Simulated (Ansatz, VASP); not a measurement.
**One calculation of HfCuSi3, two programs**

```xyz
5
Lattice="4.0284 0.0000 0.0000 0.0000 4.0284 0.0000 0.0000 0.0000 4.0789" Properties=species:S:1:pos:R:3 pbc="T T T"
Hf    0.0000    0.0000    0.0000
Si    2.0142    2.0142    3.9770
Si    0.0000    2.0142    1.9783
Si    2.0142    0.0000    1.9783
Cu    2.0142    2.0142    2.1006
```

Alike in both runs: task relaxation of cell and atoms; functional PBE; k mesh 4 × 4 × 4; occupations gaussian, width 0.1 eV; no spin polarisation.

|  | VASP | Ansatz |
| --- | --- | --- |
| version | VASP 6.6.1 | Ansatz 0.2.0 |
| potentials or method | VASP PAW PBE potentials, release 64 (Hf_pv, Si, Cu), cutoff 600 eV | scalar-relativistic, plane waves, PAW |
| valence electrons in the cell | 33 | 57 |

|  | VASP | Ansatz | Ansatz less VASP |
| --- | --- | --- | --- |
| gap on the k mesh at the Fermi level, each at its own relaxed structure (eV) | none | none | - |
| relaxed volume (Å³/atom) | 16.40 | 16.46 | +0.063 |
| relaxed cell length with the largest relative difference (Å) | 5.815 | 5.833 | +0.0179 |

A gap of «none» marks a metal or a gap that the smearing closes. VASP's potentials hold 33 valence electrons a cell and Ansatz's 57, so a difference there can come from the potentials and not from the codes.

The k mesh is coarse, so the values compare programs but aren't converged. Neither program's run includes spin-orbit coupling. Noted on VASP's run: the volume moved by over 15 % at a fixed basis, so the end points are rough.
